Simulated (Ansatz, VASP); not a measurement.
**One calculation of Sr4CaCl10, two programs**

```
CELL_PARAMETERS angstrom
4.91583 0.00000 0.00000
0.00000 -6.94696 0.00000
-2.45791 3.47348 -12.24936
ATOMIC_POSITIONS crystal
Sr 0.90208 0.90208 0.80416
Sr 0.30120 0.30120 0.60241
Sr 0.69880 0.69880 0.39759
Sr 0.09792 0.09792 0.19584
Ca 0.50000 0.50000 0.00000
Cl 0.59661 0.35055 0.19323
Cl 0.80071 0.55199 0.60142
Cl 0.19929 0.95057 0.39858
Cl 0.00000 0.73958 0.00000
Cl 0.40339 0.15733 0.80677
Cl 0.59661 0.84267 0.19323
Cl 0.80071 0.04943 0.60142
Cl 0.19929 0.44801 0.39858
Cl 0.00000 0.26042 0.00000
Cl 0.40339 0.64945 0.80677
```

Alike in both runs: task single point; functional LDA; k mesh 6 × 6 × 6; occupations gaussian, width 0.05 eV; no spin polarisation.

|  | VASP | Ansatz |
| --- | --- | --- |
| version | VASP 6.6.1 | Ansatz 0.2.0 |
| potentials or method | VASP PAW LDA potentials, release 64 (Sr_sv, Ca_sv, Cl), cutoff 520 eV | scalar-relativistic, plane waves, PAW |
| valence electrons in the cell | 120 | 120 |

VASP gave:

```
gap on the k mesh at the Fermi level (eV) : 4.81
pressure (GPa)                            : -3.1
rms of the force components (eV/Å)        : 0.004
```

Q: Estimate Ansatz's values.

A: gap on the k mesh at the Fermi level (eV): 4.80; pressure (GPa): -3.2; rms of the force components (eV/Å): 0.004.

LDA's correlation is that of Perdew and Zunger in VASP and of Perdew and Wang (1992) in Ansatz. Atom by atom the forces differ by 0.002 eV/Å (rms over components).
